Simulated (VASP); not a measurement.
Input of a VASP 6.6.1 run:

File INCAR:

```
SYSTEM = CdS
  PREC = Accurate
  ENCUT = 520
  EDIFF = 1E-6
  ISMEAR = -1
  SIGMA = 0.1
  LREAL = .False.
  LASPH = .True.
  NELM = 60
  ALGO = Normal
  ISIF = 2
  LWAVE = .False.
  LCHARG = .True.
  GGA = PS
  LELF = .True.
  LVHAR = .True.
  NBANDS = 16
```

Contents of KPOINTS:

```
regular mesh
0
Gamma
  16 16 16
  0 0 0
```

File POSCAR:

```
CdS
1.0
    0.0000000000      2.6143035967      2.6143035967
    2.6143035967      0.0000000000      2.6143035967
    2.6143035967      2.6143035967      0.0000000000
Cd S
1 1
Direct
    0.0000000000      0.0000000000      0.0000000000
    0.5000000000      0.5000000000      0.5000000000
```

Potentials or basis: VASP PAW PBE potentials, release 64 (Cd, S).

Run with:

```sh
$ cat potpaw_PBE.64/Cd/POTCAR potpaw_PBE.64/S/POTCAR > POTCAR
$ mpirun -np 1 vasp_std > vasp.out
```

Problem. What does it give for the pressure?

Solution. 10.9 GPa.

Caveat: the PAW data sets were made with another functional, which shifts forces and pressure a little.
